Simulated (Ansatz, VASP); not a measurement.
Two plane-wave programs on NaF

INCAR

```
SYSTEM = NaF
ALGO = Normal ; EDIFF = 1E-6
ENCUT = 520 ; GGA = PE
ISIF = 2 ; ISMEAR = 0
LASPH = .TRUE. ; LCHARG = .TRUE.
LELF = .TRUE. ; LREAL = .FALSE.
LVHAR = .TRUE. ; LWAVE = .FALSE.
NBANDS = 14 ; NELM = 80
PREC = Accurate ; SIGMA = 0.02
```

Contents of KPOINTS:

```
k-points
0
G
  8 8 8
  0 0 0
```

File POSCAR:

```
NaF
1.0
    0.0000000000      2.3730101160      2.3730101160
    2.3730101160      0.0000000000      2.3730101160
    2.3730101160      2.3730101160      0.0000000000
Na F
1 1
Direct
    0.0000000000      0.0000000000      0.0000000000
    0.5000000000      0.5000000000      0.5000000000
```

Input for Ansatz:

```yaml
crystal:
  lattice:
    - [0.0, 2.373010116, 2.373010116]
    - [2.373010116, 0.0, 2.373010116]
    - [2.373010116, 2.373010116, 0.0]
  atoms:
    - { symbol: Na, position: [0.0, 0.0, 0.0] }
    - { symbol: F, position: [0.5, 0.5, 0.5] }
basis:
  ecutwfc: 420
kpoints:
  mp_grid: { grid: [8, 8, 8] }
hamiltonian:
  xc: pbe
scf:
  occupations: { method: gaussian, width: 0.02 }
output:
  forces: true
  stress: true
  eigenvalues: true
```

Alike in both runs: task single point; functional PBE; k mesh 8 × 8 × 8; occupations gaussian, width 0.02 eV; no spin polarisation.

|  | VASP | Ansatz |
| --- | --- | --- |
| version | VASP 6.6.1 | Ansatz 0.2.0 |
| potentials or method | VASP PAW PBE potentials, release 64 (Na_pv, F), cutoff 520 eV | scalar-relativistic, plane waves, PAW |
| valence electrons in the cell | 14 | 16 |

|  | VASP | Ansatz | Ansatz less VASP |
| --- | --- | --- | --- |
| gap on the k mesh at the Fermi level (eV) | 5.93 | 5.94 | +0.015 |
| least direct gap on the mesh (eV) | 5.93 | 5.94 | +0.015 |
| pressure (GPa) | -1.4 | -1.2 | +0.18 |

VASP's potentials hold 14 valence electrons a cell and Ansatz's 16, so a difference there can come from the potentials and not from the codes.
